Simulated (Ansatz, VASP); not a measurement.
# One calculation of MgO, two programs

INCAR

```
ALGO     = Normal         # electronic algorithm
EDIFF    = 1E-7           # SCF threshold, eV
ENCUT    = 520            # plane-wave cutoff, eV
GGA      = PE             # functional
ISIF     = 2              # what is computed and relaxed
ISMEAR   = 0              # smearing method
LASPH    = T              # aspherical terms in the spheres
LCHARG   = T              # write CHGCAR
LELF     = T              # ELF
LREAL    = F              # projectors in reciprocal space
LVHAR    = T            
LWAVE    = F              # write WAVECAR
NBANDS   = 16             # bands
NELM     = 60             # most SCF steps
PREC     = Accurate       # precision mode
SIGMA    = 0.05           # smearing width, eV
```

File KPOINTS:

```
k-points
0
Gamma
  6 6 6
```

The input POSCAR:

```
MgO
1.0
    3.4863778627      0.0000000000      0.0000000000
   -1.7431889314      3.0192917963      0.0000000000
    0.0000000000      0.0000000000      4.1780412200
Mg O
2 2
Direct
    0.6666666667      0.3333333333      0.7500000000
    0.3333333333      0.6666666667      0.2500000000
    0.5375928778      0.3333333333      0.2500000000
    0.3333333333      0.6666666667      0.7500000000
```

Input for Ansatz:

```yaml
crystal:
  lattice:
    - [3.4863778627, 0.0, 0.0]
    - [-1.7431889314, 3.0192917963, 0.0]
    - [0.0, 0.0, 4.17804122]
  atoms:
    - { symbol: Mg, position: [0.6666666667, 0.3333333333, 0.75] }
    - { symbol: Mg, position: [0.3333333333, 0.6666666667, 0.25] }
    - { symbol: O, position: [0.5375928778, 0.3333333333, 0.25] }
    - { symbol: O, position: [0.3333333333, 0.6666666667, 0.75] }
basis:
  ecutwfc: 420
kpoints:
  mp_grid: { grid: [6, 6, 6] }
hamiltonian:
  xc: pbe
scf:
  occupations: { method: gaussian, width: 0.05 }
output:
  forces: true
  stress: true
  eigenvalues: true
```

Alike in both runs: task single point; functional PBE; k mesh 6 × 6 × 6; occupations gaussian, width 0.05 eV; no spin polarisation.

|  | VASP | Ansatz |
| --- | --- | --- |
| version | VASP 6.6.1 | Ansatz 0.2.0 |
| potentials or method | VASP PAW PBE potentials, release 64 (Mg, O), cutoff 520 eV | scalar-relativistic, plane waves, PAW |
| valence electrons in the cell | 16 | 32 |

|  | VASP | Ansatz | Ansatz less VASP |
| --- | --- | --- | --- |
| gap on the k mesh at the Fermi level (eV) | 3.06 | 3.07 | +0.017 |
| least direct gap on the mesh (eV) | 3.06 | 3.07 | +0.017 |
| pressure (GPa) | 15.3 | 15.4 | +0.05 |
| traceless stress, the component that is largest in VASP (GPa) | -23.68 | -23.00 | +0.690 |
| rms of the force components (eV/Å) | 3.211 | 3.117 | -0.0932 |

Atom by atom the forces differ by 0.094 eV/Å (rms over components). The functional is the same, so the differences come from potentials, cutoffs and numerics. VASP's potentials hold 16 valence electrons a cell and Ansatz's 32, so a difference there can come from the potentials and not from the codes.
